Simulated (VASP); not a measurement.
# CdS (P6_3mc) in VASP: further runs, part 2 of 2

VASP 6.6.1.

**3. Relaxation of cell and atoms, PBEsol, target pressure 10 GPa, at which the enthalpy is minimised**

The input, INCAR:

```
PREC = Accurate
ENCUT = 600
EDIFF = 1E-6
ISMEAR = 0
SIGMA = 0.01
LREAL = F
LASPH = T
NELM = 100
ALGO = Normal
ISIF = 3
LWAVE = F
LCHARG = F
GGA = PS
IBRION = 2
NSW = 100
EDIFFG = -0.002
PSTRESS = 100.0
```

The input, KPOINTS:

```
Automatic mesh
0
Gamma
  6 6 4
```

The input, POSCAR:

```
CdS
1.0
    4.1238484089      0.0000000000      0.0000000000
   -2.0619242044      3.5713574835      0.0000000000
    0.0000000000      0.0000000000      6.7097297170
Cd S
2 2
Direct
    0.3333333333      0.6666666667     -0.0007762665
    0.6666666667      0.3333333333      0.4992237335
    0.3333333333      0.6666666667      0.3757762665
    0.6666666667      0.3333333333      0.8757762665
```

Potentials or basis: VASP PAW PBE potentials, release 64 (Cd, S).

Started as:

```
$ cat potpaw_PBE.64/Cd/POTCAR potpaw_PBE.64/S/POTCAR > POTCAR
$ mpirun -np 1 vasp_std > vasp.out
```

OUTCAR:

```text
PREC = Accurate
   ENCUT = 600
   EDIFF = 1E-6
   ISMEAR = 0
   LREAL = F
   LASPH = T
   NELM = 100
   ISIF = 3
   GGA = PS
   IBRION = 2
   NSW = 100
   EDIFFG = -0.002
   PSTRESS = 100.0

 ion  position               nearest neighbor table
   1  0.333  0.667  0.999-   4 2.52   4 2.52   4 2.52   3 2.53
   2  0.667  0.333  0.499-   3 2.52   3 2.52   3 2.52   4 2.53
   3  0.333  0.667  0.376-   2 2.52   2 2.52   2 2.52   1 2.53
   4  0.667  0.333  0.876-   1 2.52   1 2.52   1 2.52   2 2.53

  LATTYP: Found a hexagonal cell.
 ALAT       =     4.1238484089
 C/A-ratio  =     1.6270553744

  Lattice vectors:

 A1 = (   4.1238484089,   0.0000000000,   0.0000000000)
 A2 = (  -2.0619242044,   3.5713574835,   0.0000000000)
 A3 = (   0.0000000000,   0.0000000000,   6.7097297170)

Analysis of symmetry for initial positions (statically):
=====================================================================
 Subroutine PRICEL returns:
 Original cell was already a primitive cell.

 Routine SETGRP: Setting up the symmetry group for a
 hexagonal supercell.

 Subroutine GETGRP returns: Found 12 space group operations
 (whereof  6 operations were pure point group operations)
 out of a pool of 24 trial point group operations.

The static configuration has the point symmetry C_3v.
 The point group associated with its full space group is C_6v.
[... 172 lines left out ...]
  Total        0.2398561      0.2398561      0.2268150      0.0000000      0.0000000      0.0000000
  in kB        3.8888426      3.8888426      3.6774036      0.0000000      0.0000000      0.0000000
  external PRESSURE =     -96.1816371 kB  Pullay stress =     100.0000000 kB
[... 27 lines left out ...]
--------------------------------------- Ionic step        2  -------------------------------------------

 number of electron      36.0000001 magnetization

 E-fermi :   3.5916     XC(G=0): -10.4790

 val. band max:        3.4997811522   @ k =   0.0000   0.0000   0.0000
 cond. band min:       5.0525171174   @ k =   0.0000   0.0000   0.0000
 fundamental gap:      1.5527359653
 Fermi energy:         3.5916323714

 k-point     1 :       0.0000    0.0000    0.0000
  band No.  band energies     occupation
      1     -10.6108      2.00000
      2      -9.9106      2.00000
      3      -5.4144      2.00000
      4      -5.4018      2.00000
      5      -5.4018      2.00000
      6      -5.2587      2.00000
[... 589 lines left out ...]
  energy  without entropy=      -13.3222857975  energy(sigma->0) =      -13.32228580

  enthalpy is  TOTEN    =        -7.8237106765 eV   P V=        5.4985751209

[... ionic steps 4 to 10 ...]

--------------------------------------- Ionic step       11  -------------------------------------------

 number of electron      35.9999995 magnetization

------------------------ aborting loop because EDIFF is reached ----------------------------------------
[... 75 lines left out ...]
--------------------------------------- Ionic step       13  -------------------------------------------

 number of electron      35.9999995 magnetization

 Free energy of the ion-electron system (eV)
  ---------------------------------------------------
  ext. energy  EPLUGINS =         0.00000000
  ---------------------------------------------------
  free energy    TOTEN  =       -13.31087142 eV

  energy without entropy =      -13.31087142  energy(sigma->0) =      -13.31087142

 E-fermi :   2.4285     XC(G=0):  -9.9523

 val. band max:        2.3510827176   @ k =   0.0000   0.0000   0.0000
 cond. band min:       3.6898844616   @ k =   0.0000   0.0000   0.0000
 fundamental gap:      1.3388017440
 Fermi energy:         2.4284616218

 k-point     1 :       0.0000    0.0000    0.0000
  band No.  band energies     occupation
      1     -10.8829      2.00000
      2     -10.3115      2.00000
      3      -5.9222      2.00000
      4      -5.9021      2.00000
      5      -5.9021      2.00000
      6      -5.7860      2.00000
[... 549 lines left out ...]
  energy  without entropy=      -13.3108714212  energy(sigma->0) =      -13.31087142

  enthalpy is  TOTEN    =        -7.8239618936 eV   P V=        5.4869095276

 reached required accuracy - stopping structural energy minimisation
```

OSZICAR:

```text
N       E                     dE             d eps       ncg     rms          rms(c)
DAV:   1     0.269726743956E+03    0.26973E+03   -0.19247E+04   924   0.169E+03
DAV:   2     0.163285367628E+01   -0.26809E+03   -0.26052E+03  1014   0.378E+02
DAV:   3    -0.144379859660E+02   -0.16071E+02   -0.16017E+02  1134   0.918E+01
DAV:   4    -0.146243442809E+02   -0.18636E+00   -0.18627E+00  1020   0.999E+00
[... 97 lines left out ...]
DAV:   4    -0.133108408853E+02    0.14347E-05   -0.37228E-06   984   0.167E-02    0.295E-03
DAV:   5    -0.133108408842E+02    0.10850E-08   -0.44399E-07   480   0.814E-03
  12 F= -.78239618E+01 E0= -.78239618E+01  d E =-.138326E-04
       N       E                     dE             d eps       ncg     rms          rms(c)
DAV:   1    -0.133108714436E+02   -0.30558E-04   -0.28789E-06   712   0.131E-02    0.195E-03
DAV:   2    -0.133108714212E+02    0.22400E-07   -0.14397E-07   480   0.443E-03
  13 F= -.78239619E+01 E0= -.78239619E+01  d E =-.139093E-04
```

CONTCAR:

```text
CdS
   1.00000000000000
     3.9605039729146876    0.0000000000549924    0.0000000000000000
    -1.9802519863616999    3.4298970524105852   -0.0000000000000000
     0.0000000000000000    0.0000000000000000    6.4715281318098583
  Cd              S
     2     2
Direct
     0.3333333332999970    0.6666666667000030    0.9999712658049198
     0.6666666667000030    0.3333333332999970    0.4999712658049196
     0.3333333332999970    0.6666666667000030    0.3750287341950805
     0.6666666667000030    0.3333333332999970    0.8750287341950802

  0.00000000E+00  0.00000000E+00  0.00000000E+00
  0.00000000E+00  0.00000000E+00  0.00000000E+00
  0.00000000E+00  0.00000000E+00  0.00000000E+00
  0.00000000E+00  0.00000000E+00  0.00000000E+00
```

Run time: 2.7 min. Hardware: 1 thread of AMD EPYC 9R45 (Zen 5), shared host; peak memory 0.26 GiB.

What came out:

- Free energy: -13.3109 eV
- Relaxed volume: 21.98 Å³/atom
- Relaxed cell: a = 3.961 Å, b = 3.961 Å, c = 6.472 Å, α = 90.00°, β = 90.00°, γ = 120.00°
- Space group after relaxing (to 0.1 Å): P6_3mc (No. 186)
- Energy change on relaxing (the run minimises the enthalpy): +79.9 meV/atom
- Ionic steps: 13
- Pressure after relaxing: 10.0 GPa
- Band gap on the k mesh: 1.34 eV

The path:
```csv
step,energy change (eV),largest force (eV/Å),pressure (GPa),volume (Å³)
1,0.0000,0.0023,0.38,98.82
2,1.2163,0.0294,23.75,79.09
3,0.3081,0.0128,9.78,88.10
4,0.3209,0.0131,10.04,87.89
5,0.3173,0.0047,9.97,87.95
6,0.3173,0.0042,9.97,87.95
7,0.3177,0.0033,9.98,87.94
8,0.3192,0.0009,10.02,87.92
9,0.3222,0.0098,10.05,87.87
10,0.3211,0.0069,10.03,87.89
11,0.3188,0.0055,9.97,87.92
12,0.3196,0.0012,10.02,87.91
13,0.3195,0.0011,10.01,87.91
```

Final structure:
```
Cd S
1.0
     3.96050    0.00000    0.00000
    -1.98025    3.42990    0.00000
     0.00000    0.00000    6.47153
Cd S
2 2
Direct
  0.33333 0.66667 0.99997
  0.66667 0.33333 0.49997
  0.33333 0.66667 0.37503
  0.66667 0.33333 0.87503
```

Caveat: the cell is relaxed towards a set pressure, so the run minimises the enthalpy, not the energy; the PAW data sets were made with another functional, which shifts forces and pressure a little.
